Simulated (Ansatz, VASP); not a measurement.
# Sc in VASP and in Ansatz

```
CELL_PARAMETERS angstrom
0.00000 2.28639 2.28639
2.28639 0.00000 2.28639
2.28639 2.28639 0.00000
ATOMIC_POSITIONS crystal
Sc 0.00000 0.00000 0.00000
```

Change from the starting cell: volume scaled by 0.97.

Alike in both runs: task single point; functional PBE; k mesh 13 × 13 × 13; occupations fermi-dirac, width 0.03 eV; no spin polarisation.

|  | VASP | Ansatz |
| --- | --- | --- |
| version | VASP 6.6.1 | Ansatz 0.2.0 |
| potentials or method | VASP PAW PBE potentials, release 64 (Sc_sv), cutoff 520 eV | all-electron LAPW, scalar-relativistic |

```csv
,VASP,Ansatz,Ansatz less VASP
pressure (GPa),1.6,1.6,-0.02
```

Ansatz ran all-electron here, and VASP with PAW potentials.
